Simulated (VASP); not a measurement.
# Tl (P6_3/mmc) in VASP: a series of runs

The runs below take Tl through single point, relaxation of cell and atoms, with LDA.

All numbers are computed with VASP 6.6.1; they aren't measurements. Logs are shortened: lines on timing, memory, paths and dates and some standing lists are left out, and cuts for length are marked.

## 1. The cell of the first run

The structure is hexagonal, space group P6_3/mmc (No. 194). Conventional cell: a = 3.451 Å, b = 3.451 Å, c = 5.303 Å, α = 90.00°, β = 90.00°, γ = 120.00°. Within 4.4 Å of Tl (site symmetry -6m2) lie 12 Tl at 3.32 to 3.45 Å.

## 2. Single point, LDA

INCAR reads:

```
SYSTEM = Tl
  PREC = Accurate
  ENCUT = 520
  EDIFF = 1E-6
  ISMEAR = 0
  SIGMA = 0.1
  LREAL = .False.
  LASPH = .True.
  NELM = 60
  ALGO = Fast
  ISIF = 2
  LWAVE = .False.
  LCHARG = .False.
  GGA = CA
  NBANDS = 20
```

KPOINTS reads:

```
Automatic mesh
0
Gamma
  15 15 8
  0 0 0
```

POSCAR reads:

```
Tl
1.0
    3.4505372168      0.0000000000      0.0000000000
   -1.7252686084      2.9882528864      0.0000000000
    0.0000000000      0.0000000000      5.3030052104
Tl
2
Direct
    0.3333333333      0.6666666667      0.2500000000
    0.6666666667      0.3333333333      0.7500000000
```

Potentials or basis: VASP PAW LDA potentials, release 64 (Tl_d).

Run with:

```console
$ cat potpaw_LDA.64/Tl_d/POTCAR > POTCAR
$ mpirun -np 1 vasp_std > vasp.out
```

OUTCAR:

```text
SYSTEM = Tl
   PREC = Accurate
   ENCUT = 520
   EDIFF = 1E-6
   ISMEAR = 0
   LREAL = .False.
   LASPH = .True.
   NELM = 60
   ISIF = 2
   GGA = CA

 ion  position               nearest neighbor table
   1  0.333  0.667  0.250-   2 3.32   2 3.32   2 3.32   2 3.32   2 3.32   2 3.32
   2  0.667  0.333  0.750-   1 3.32   1 3.32   1 3.32   1 3.32   1 3.32   1 3.32

  LATTYP: Found a hexagonal cell.
 ALAT       =     3.4505372168
 C/A-ratio  =     1.5368636468

  Lattice vectors:

 A1 = (   3.4505372168,   0.0000000000,   0.0000000000)
 A2 = (  -1.7252686084,   2.9882528864,   0.0000000000)
 A3 = (   0.0000000000,   0.0000000000,   5.3030052104)

Analysis of symmetry for initial positions (statically):
=====================================================================
 Subroutine PRICEL returns:
 Original cell was already a primitive cell.

 Routine SETGRP: Setting up the symmetry group for a
 hexagonal supercell.

 Subroutine GETGRP returns: Found 24 space group operations
 (whereof 12 operations were pure point group operations)
 out of a pool of 24 trial point group operations.

The static configuration has the point symmetry D_3d.
 The point group associated with its full space group is D_6h.

Analysis of symmetry for dynamics (positions and initial velocities):
=====================================================================
 Subroutine PRICEL returns:
 Original cell was already a primitive cell.

 Routine SETGRP: Setting up the symmetry group for a
 hexagonal supercell.

 Subroutine GETGRP returns: Found 24 space group operations
 (whereof 12 operations were pure point group operations)
 out of a pool of 24 trial point group operations.

The dynamic configuration has the point symmetry D_3d.
 The point group associated with its full space group is D_6h.

 Subroutine INISYM returns: Found 24 space group operations
 (whereof 12 operations are pure point group operations),
 and found     1 'primitive' translations

----------------------------------------------------------------------------------------

                                     Primitive cell

  volume of cell :      54.6797

  direct lattice vectors                    reciprocal lattice vectors
     3.450537217  0.000000000  0.000000000     0.289809945  0.167321850  0.000000000
    -1.725268608  2.988252886  0.000000000     0.000000000  0.334643699  0.000000000
     0.000000000  0.000000000  5.303005210     0.000000000  0.000000000  0.188572321

  length of vectors
     3.450537217  3.450537217  5.303005210     0.334643699  0.334643699  0.188572321

  position of ions in fractional coordinates (direct lattice)
     0.333333333  0.666666667  0.250000000
     0.666666667  0.333333333  0.750000000

  ion indices of the primitive-cell ions
   primitive index   ion index
                 1           1
                 2           2

----------------------------------------------------------------------------------------

 KPOINTS: Automatic mesh

Automatic generation of k-mesh.
 Grid dimensions read from file:
 generate k-points for:   15   15    8

 Generating k-lattice:

  Cartesian coordinates                     Fractional coordinates (reciprocal lattice)
     0.019320663  0.011154790  0.000000000     0.066666667  0.000000000  0.000000000
     0.000000000  0.022309580  0.000000000     0.000000000  0.066666667  0.000000000
     0.000000000  0.000000000  0.023571540     0.000000000  0.000000000  0.125000000

  Length of vectors
     0.022309580  0.022309580  0.023571540

  Shift w.r.t. Gamma in fractional coordinates (k-lattice)
     0.000000000  0.000000000  0.000000000

 Subroutine IBZKPT returns following result:
 ===========================================

 Found    135 irreducible k-points:

 Following reciprocal coordinates:
            Coordinates               Weight
  0.000000  0.000000  0.000000      1.000000
  0.066667  0.000000  0.000000      6.000000
  0.133333  0.000000  0.000000      6.000000
  0.200000 -0.000000  0.000000      6.000000
  0.266667  0.000000  0.000000      6.000000
  0.333333  0.000000  0.000000      6.000000
[... 16 lines left out ...]
  0.333333  0.200000  0.000000     12.000000
  0.400000  0.200000  0.000000      6.000000
 [... further k-points ...]
   k-points           NKPTS =    135   k-points in BZ     NKDIM =    135   number of bands    NBANDS=     20
   number of dos      NEDOS =    301   number of ions     NIONS =      2
   total plane-waves  NPLWV =  31360
   dimension x,y,z NGX =    28 NGY =   28 NGZ =   40
   dimension x,y,z NGXF=    56 NGYF=   56 NGZF=   80
   ions per type =               2
   NGX,Y,Z   is equivalent  to a cutoff of  13.49, 13.49, 12.54 a.u.
   NGXF,Y,Z  is equivalent  to a cutoff of  26.98, 26.98, 25.08 a.u.
 SYSTEM =  Tl
   PREC   = accura    normal or accurate (medium, high low for compatibility)
   ISTART =      0    job   : 0-new  1-cont  2-samecut
   ICHARG =      2    charge: 1-file 2-atom 10-const
   ISPIN  =      1    spin polarized calculation?
   LNONCOLLINEAR =      F non collinear calculations
   LSORBIT =      F    spin-orbit coupling
   LASPH  =      T    aspherical Exc in radial PAW
   ENCUT  =  520.0 eV  38.22 Ry    6.18 a.u.   6.42  6.42  9.86*2*pi/ulx,y,z
   NELM   =     60;   NELMIN=  2; NELMDL= -5     # of ELM steps
   EDIFF  = 0.1E-05   stopping-criterion for ELM
   LREAL  =      F    real-space projection
   EDIFFG = 0.1E-04   stopping-criterion for IOM
   NSW    =      0    number of steps for IOM
   IBRION =     -1    ionic relax: 0-MD 1-quasi-New 2-CG
   NFREE  =      0    steps in history (QN), initial steepest desc. (CG)
   ISIF   =      2    stress and relaxation
   ISYM   =      2    0-nonsym 1-usesym 2-fastsym
   POTIM  = 0.5000    time-step for ionic-motion
   TEBEG  =    0.0;   TEEND  =   0.0 temperature during run
   PSTRESS=    0.0 pullay stress
   NELECT =      26.0000    total number of electrons
   NUPDOWN=      -1.0000    fix difference up-down
   EMIN   =  10.00;   EMAX   =-10.00  energy-range for DOS
   EFERMI =   0.00;   METHOD = LEGACY
   ISMEAR =     0;   SIGMA  =   0.10  broadening in eV -4-tet -1-fermi 0-gaus
   EFERMI_NEDOS =   21; number of points for ismear=-14 and -15
   IALGO  =     68    algorithm
   IMIX   =      4    mixing-type and parameters
     AMIX     =   0.40;   BMIX     =  1.00
     AMIX_MAG =   1.60;   BMIX_MAG =  1.00
  volume/ion in A,a.u.               =      27.34       184.50
  Fermi-wavevector in a.u.,A,eV,Ry     =   1.277783  2.414660 22.214646  1.632730
  Thomas-Fermi vector in A             =   2.410363
   LORBIT       =      0    0 simple, 1 ext, 2 COOP (PROOUT), +10 PAW based schemes
   GGA     = CA    functional components
   LHFCALC =     F    Hartree Fock is set to
   AEXX    =    0.0000 exact exchange contribution
   IVDW    =     0    specifies the selected vdW correction
   LEPSILON=     F    determine dielectric tensor
   LRPA    =     F    only Hartree local field effects (RPA)
 non-spin polarized calculation
 RMM-DIIS sequential band-by-band and
 Gauss-broadening in eV      SIGMA  =   0.10
  energy-cutoff  :      520.00
  volume of cell :       54.68
 maximum number of plane-waves:      1495
 NGX is ok and might be reduce to    28
   NGX = 13   NGY = 13   NGZ = 19

 number of electron      26.0000007 magnetization

 Free energy of the ion-electron system (eV)
  ---------------------------------------------------
  ext. energy  EPLUGINS =         0.00000000
  ---------------------------------------------------
  free energy    TOTEN  =        -5.86984954 eV

  energy without entropy =       -5.86702133  energy(sigma->0) =       -5.86843544

 E-fermi :   6.7794     XC(G=0): -10.7260

 val. band max:        6.7746220467   @ k =   0.0667   0.0000   0.2500
 cond. band min:       6.7840529796   @ k =   0.2667   0.1333   0.0000
 fundamental gap:      0.0094309328
 Fermi energy:         6.7793904435

 k-point     1 :       0.0000    0.0000    0.0000
  band No.  band energies     occupation
      1      -5.0935      2.00000
      2      -4.7839      2.00000
      3      -4.7839      2.00000
      4      -4.7677      2.00000
      5      -4.7137      2.00000
      6      -4.7137      2.00000
[... 12 lines left out ...]
     19      17.5326      0.00000
     20      19.0515      0.00000

 k-point     2 :       0.0667    0.0000    0.0000
  band No.  band energies     occupation
      1      -5.0775      2.00000
      2      -4.8227      2.00000
      3      -4.7640      2.00000
      4      -4.7270      2.00000
      5      -4.7232      2.00000
      6      -4.7225      2.00000
[... 12 lines left out ...]
     19      18.0493      0.00000
     20      18.7884      0.00000

 k-point     3 :       0.1333    0.0000    0.0000
  band No.  band energies     occupation
      1      -5.0456      2.00000
      2      -4.8596      2.00000
      3      -4.7567      2.00000
      4      -4.7504      2.00000
      5      -4.7199      2.00000
      6      -4.7075      2.00000
[... 12 lines left out ...]
     19      17.6167      0.00000
     20      18.7851      0.00000

 k-point     4 :       0.2000   -0.0000    0.0000
  band No.  band energies     occupation
      1      -5.0459      2.00000
      2      -4.8654      2.00000
      3      -4.8121      2.00000
      4      -4.7886      2.00000
      5      -4.7207      2.00000
      6      -4.6234      2.00000
[... 12 lines left out ...]
     19      17.1371      0.00000
     20      18.4112      0.00000

 k-point     5 :       0.2667    0.0000    0.0000
  band No.  band energies     occupation
      1      -5.0885      2.00000
      2      -4.8839      2.00000
      3      -4.8692      2.00000
      4      -4.8293      2.00000
      5      -4.6900      2.00000
      6      -4.5285      2.00000
[... 12 lines left out ...]
     19      16.5499      0.00000
     20      17.7008      0.00000
[... 353 lines left out ...]
      6      -4.5455      2.00000
[... 12 lines left out ...]
     19      15.4590      0.00000
     20      18.7452      0.00000

 k-point    22 :       0.2667    0.2000    0.0000
  band No.  band energies     occupation
      1      -5.0628      2.00000
      2      -4.9963      2.00000
      3      -4.9046      2.00000
      4      -4.8319      2.00000
      5      -4.5903      2.00000
      6      -4.5827      2.00000
[... 12 lines left out ...]
     19      14.8645      0.00000
     20      18.8291      0.00000

 k-point    23 :       0.3333    0.2000    0.0000
  band No.  band energies     occupation
      1      -5.1055      2.00000
      2      -5.0209      2.00000
      3      -4.8627      2.00000
      4      -4.8258      2.00000
      5      -4.6253      2.00000
      6      -4.5659      2.00000
[... 12 lines left out ...]
     19      14.5485      0.00000
     20      18.6952      0.00000

 k-point    24 :       0.4000    0.2000    0.0000
  band No.  band energies     occupation
      1      -5.1205      2.00000
      2      -5.0297      2.00000
      3      -4.8475      2.00000
      4      -4.8220      2.00000
      5      -4.6391      2.00000
      6      -4.5525      2.00000
[... 12 lines left out ...]
     19      14.4491      0.00000
     20      18.6449      0.00000

 [... further k-points ...]
[... 5 lines left out ...]
  --------------------------------------------------------------------------------------
  -------------------------------------------------------------------------------------
  Total        0.0342583      0.0342583      0.0212808      0.0000000      0.0000000      0.0000000
  in kB        1.0038069      1.0038069      0.6235525      0.0000000      0.0000000      0.0000000
  external PRESSURE =       0.8770554 kB  Pullay stress =       0.0000000 kB

 VOLUME and BASIS-vectors are now :
 -----------------------------------------------------------------------------
  energy-cutoff  :      520.00
  volume of cell :       54.68
      direct lattice vectors                 reciprocal lattice vectors
     3.450537217  0.000000000  0.000000000     0.289809945  0.167321850  0.000000000
    -1.725268608  2.988252886  0.000000000     0.000000000  0.334643699  0.000000000
     0.000000000  0.000000000  5.303005210     0.000000000  0.000000000  0.188572321

 POSITION                                       TOTAL-FORCE (eV/Angst)
 -----------------------------------------------------------------------------------
     -0.00000      1.99217      1.32575         0.000000      0.000000      0.000000
      1.72527      0.99608      3.97725        -0.000000     -0.000000      0.000000
 -----------------------------------------------------------------------------------
    total drift:                               -0.000000      0.000000      0.000000

  FREE ENERGIE OF THE ION-ELECTRON SYSTEM (eV)
  ---------------------------------------------------
  free  energy   TOTEN  =        -5.8698495366 eV

  energy  without entropy=       -5.8670213336  energy(sigma->0) =       -5.86843544
```

It took 70 s on 1 thread of Intel Xeon 6975P-C, shared host; peak memory 0.24 GiB.

What came out:

```
Free energy            : -5.8698 eV
Pressure               : 0.1 GPa
Band gap on the k mesh : zero (band 13 reaches 10.93 eV, above the bottom of band 14 at 4.41 eV)
```

Levels at points of the mesh, in eV from the Fermi level:
```csv
k point,band 10,band 11,band 12,band 13,band 14,band 15,band 16,band 17
"(0.00, 0.00, 0.00)",-11.05,-10.39,-4.70,-2.90,7.72,7.72,10.02,10.02
"(0.00, 0.00, 0.50)",-11.17,-8.80,-8.80,4.10,4.10,8.81,8.81,8.81
```

Caveat: spin-orbit coupling is left out, which moves the levels of the heavy elements.

## 3. Relaxation of cell and atoms, LDA

This run uses another cell than the first one, of 29.61 Å³/atom, 1.083 times its volume.

INCAR reads:

```
PREC = Accurate
ENCUT = 600
EDIFF = 1E-6
ISMEAR = 0
SIGMA = 0.1
LREAL = False
LASPH = True
NELM = 100
ALGO = Fast
ISIF = 3
LWAVE = False
LCHARG = False
GGA = CA
IBRION = 2
NSW = 70
EDIFFG = -0.005
```

KPOINTS reads:

```
regular mesh
0
Gamma
  15 15 8
```

POSCAR reads:

```
Tl
1.0
    3.5345601881      0.0000000000      0.0000000000
   -1.7672800941      3.0610189141      0.0000000000
    0.0000000000      0.0000000000      5.4733818347
Tl
2
Direct
    0.3333333333      0.6666666667      0.2500000000
    0.6666666667      0.3333333333      0.7500000000
```

Potentials or basis: VASP PAW LDA potentials, release 64 (Tl_d).

Run with:

```console
$ cat potpaw_LDA.64/Tl_d/POTCAR > POTCAR
$ mpirun -np 1 vasp_std > vasp.out
```

It took 4.6 min on 1 thread of Intel Xeon 6975P-C, shared host; peak memory 0.27 GiB.

The run converged. Its results:

| Quantity | Value |
| --- | --- |
| Free energy | -5.8704 eV |
| Relaxed volume | 27.44 Å³/atom |
| Relaxed cell | a = 3.454 Å, b = 3.454 Å, c = 5.310 Å, α = 90.00°, β = 90.00°, γ = 120.00° |
| Space group after relaxing (to 0.05 Å) | P6_3/mmc (No. 194) |
| Energy gained by relaxing | 20.0 meV/atom |
| Ionic steps | 5 |
| Pressure after relaxing | 0.0 GPa |
| Band gap on the k mesh | zero (band 13 reaches 10.87 eV, above the bottom of band 14 at 4.38 eV) |

The path:
| step | energy change (eV) | largest force (eV/Å) | pressure (GPa) | volume (Å³) |
| --- | --- | --- | --- | --- |
| 1 | 0.0000 | 0.0000 | -2.71 | 59.22 |
| 2 | -0.0399 | 0.0000 | -0.13 | 55.03 |
| 3 | -0.0400 | 0.0000 | 0.02 | 54.87 |
| 4 | -0.0400 | 0.0000 | 0.00 | 54.87 |
| 5 | -0.0401 | 0.0000 | 0.00 | 54.88 |

Final structure:
```cif
data_structure
_symmetry_space_group_name_H-M 'P 1'
_symmetry_Int_Tables_number 1
_cell_length_a 3.4545
_cell_length_b 3.4545
_cell_length_c 5.3101
_cell_angle_alpha 90.000
_cell_angle_beta 90.000
_cell_angle_gamma 120.000
_cell_volume 54.88
loop_
_atom_site_label
_atom_site_type_symbol
_atom_site_fract_x
_atom_site_fract_y
_atom_site_fract_z
_atom_site_occupancy
Tl1 Tl 0.33333 0.66667 0.25000 1
Tl2 Tl 0.66667 0.33333 0.75000 1
```

Levels at points of the mesh, in eV from the Fermi level:
```csv
k point,band 10,band 11,band 12,band 13,band 14,band 15,band 16,band 17
"(0.00, 0.00, 0.00)",-11.05,-10.36,-4.70,-2.88,7.70,7.70,9.99,9.99
"(0.00, 0.00, 0.50)",-11.17,-8.78,-8.78,4.09,4.09,8.78,8.78,8.78
```

Caveat: spin-orbit coupling is left out, which moves the levels of the heavy elements.
